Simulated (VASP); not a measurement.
Write the native input for VASP 6.6.1 that does the following.

```
Task                   : single point
Functional             : LDA
Potentials or basis    : VASP PAW LDA potentials, release 64 (Hf_pv, O)
Cutoff                 : 520 eV
k mesh                 : 8 × 8 × 8
Occupations            : gaussian, width 0.01 eV
Spin                   : no spin polarisation
Dipole correction      : no
Further INCAR settings : ALGO = Normal; EDIFF = 1e-06; NBANDS = 18
```

The structure of HfO2 lies in POSCAR:

```
HfO2
1.0
    0.0000000000      2.5004918493      2.5004918493
    2.5004918493      0.0000000000      2.5004918493
    2.5004918493      2.5004918493      0.0000000000
Hf O
1 2
Direct
    0.0000000000      0.0000000000      0.0000000000
    0.2500000000      0.2500000000      0.2500000000
    0.7500000000      0.7500000000      0.7500000000
```

These files were run (other wordings do the same):

INCAR

```
  PREC = Accurate
  ENCUT = 520
  EDIFF = 1E-6
  ISMEAR = 0
  SIGMA = 0.01
  LREAL = F
  LASPH = T
  NELM = 60
  ALGO = Normal
  ISIF = 2
  LWAVE = F
  LCHARG = F
  NBANDS = 18
```

KPOINTS

```
Automatic mesh
0
Gamma
  8 8 8
```

Potentials or basis: VASP PAW LDA potentials, release 64 (Hf_pv, O).

Launch:

```console
$ cat potpaw_LDA.64/Hf_pv/POTCAR potpaw_LDA.64/O/POTCAR > POTCAR
$ mpirun -np 1 vasp_std > vasp.out
```

Results of the run:

```
Pressure               : -3.2 GPa
Band gap on the k mesh : 3.70 eV, direct
```

Caveat: spin-orbit coupling is left out, which moves the levels of the heavy elements.

Wall time 15 s on 1 thread of AMD EPYC 7R43 64-Core Processor (Zen 3) (shared host), peak memory 0.12 GiB.
